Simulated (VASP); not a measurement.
**Cs3B4: single point with PBE**

The system is Cs3B4.

```
CELL_PARAMETERS angstrom
5.97853 0.00000 0.00000
0.00000 5.97853 0.00000
0.00000 0.00000 5.97853
ATOMIC_POSITIONS crystal
Cs 0.00000 0.00000 0.50000
Cs 0.50000 0.00000 0.00000
Cs 0.00000 0.50000 0.00000
B 0.60248 0.60248 0.60248
B 0.39752 0.39752 0.60248
B 0.39752 0.60248 0.39752
B 0.60248 0.39752 0.39752
```

```
Program                 : VASP 6.6.1
Task                    : single point
Functional              : PBE
Potentials or basis     : VASP PAW PBE potentials, release 64 (Cs_sv, B)
Cutoff                  : 520 eV
k mesh                  : 6 × 6 × 6
Occupations             : gaussian, width 0.1 eV
Spin                    : no spin polarisation
Dipole correction       : no
k mesh for the DOS      : 9 × 9 × 9
Occupations for the DOS : tetrahedron
Further INCAR settings  : ALGO = Normal; EDIFF = 1e-06; NBANDS = 28
```

```
Valence electrons inside the program's atomic spheres : Cs 6.57; B 1.76
```

Levels at points of the mesh, in eV from the Fermi level:
```
           k point  band 17  band 18  band 19  band 20  band 21  band 22  band 23  band 24
(0.00, 0.00, 0.00)    -2.78    -0.54    -0.54    -0.32    -0.32    -0.32    -0.17     3.03
```

Run time: 2.4 min on 1 thread of Intel(R) Xeon(R) 6975P-C (Granite Rapids), with other jobs on the host, peak memory 0.38 GiB.

Caveat: spin-orbit coupling is left out, which moves the levels of the heavy elements.
